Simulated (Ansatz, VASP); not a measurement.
## V in VASP and in Ansatz

Contents of POSCAR:

```
V
1.0
   -1.4921371451      1.4921371451      1.4921371451
    1.4921371451     -1.4921371451      1.4921371451
    1.4921371451      1.4921371451     -1.4921371451
V
1
Direct
    0.0000000000      0.0000000000      0.0000000000
```

The input INCAR.step1:

```
SYSTEM = V
ALGO     = Normal         ! electronic algorithm
EDIFF    = 1E-4           ! SCF threshold, eV
ENCUT    = 600            ! plane-wave cutoff, eV
GGA      = PE             ! functional
ISMEAR   = -1             ! smearing method
LASPH    = .True.         ! aspherical terms in the spheres
LCHARG   = .False.        ! write CHGCAR
LREAL    = .False.        ! projectors in reciprocal space
LWAVE    = .True.         ! write WAVECAR
NELM     = 100            ! most SCF steps
PREC     = Accurate       ! precision mode
SIGMA    = 0.15           ! smearing width, eV
```

Contents of INCAR.step2:

```
SYSTEM = V
ALGO     = Normal         ! electronic algorithm
EDIFF    = 1E-6           ! SCF threshold, eV
EDIFFG   = -0.001         ! ionic threshold
ENCUT    = 600            ! plane-wave cutoff, eV
IBRION   = 2              ! ionic algorithm
ISIF     = 3              ! what is computed and relaxed
ISMEAR   = -1             ! smearing method
ISTART   = 1            
LASPH    = .True.         ! aspherical terms in the spheres
LCHARG   = .False.        ! write CHGCAR
LMIXTAU  = .True.       
LREAL    = .False.        ! projectors in reciprocal space
LWAVE    = .False.        ! write WAVECAR
METAGGA  = R2SCAN         ! meta-GGA
NELM     = 100            ! most SCF steps
NSW      = 80             ! ionic steps
PREC     = Accurate       ! precision mode
SIGMA    = 0.15           ! smearing width, eV
```

Contents of KPOINTS:

```
k-points
0
Gamma
  20 20 20
  0 0 0
```

Input for Ansatz:

```yaml
crystal:
  lattice:
    - [-1.4921371451, 1.4921371451, 1.4921371451]
    - [1.4921371451, -1.4921371451, 1.4921371451]
    - [1.4921371451, 1.4921371451, -1.4921371451]
  atoms:
    - { symbol: V, position: [0.0, 0.0, 0.0] }
basis:
  ecutwfc: 500
kpoints:
  mp_grid: { grid: [20, 20, 20] }
hamiltonian:
  xc: r2scan
  pseudopotentials: { kind: paw, azcp: { folder: soft_1 } }
scf:
  occupations: { method: fermi_dirac, width: 0.15 }
output:
  forces: true
  stress: true
  eigenvalues: true
relax:
  adjacent_minimum: "off"
  f_tol: 0.001
  max_steps: 60
  cell: { stress_tol: 0.01 }
```

Alike in both runs: task relaxation of cell and atoms; functional r2SCAN; k mesh 20 × 20 × 20; occupations fermi-dirac, width 0.15 eV; no spin polarisation.

|  | VASP | Ansatz |
| --- | --- | --- |
| version | VASP 6.6.1 | Ansatz 0.2.0 |
| potentials or method | VASP PAW PBE potentials, release 64 (V_sv), cutoff 600 eV | scalar-relativistic, plane waves, PAW |
| valence electrons in the cell | 13 | 13 |

|  | VASP | Ansatz | Ansatz less VASP |
| --- | --- | --- | --- |
| gap on the k mesh at the Fermi level, each at its own relaxed structure (eV) | none | none | - |
| relaxed volume (Å³/atom) | 13.35 | 13.34 | -0.016 |
| relaxed cell length with the largest relative difference (Å) | 2.589 | 2.588 | -0.0010 |

VASP's potentials were made for PBE, not for r2SCAN. A gap of «none» marks a metal or a gap that the smearing closes.
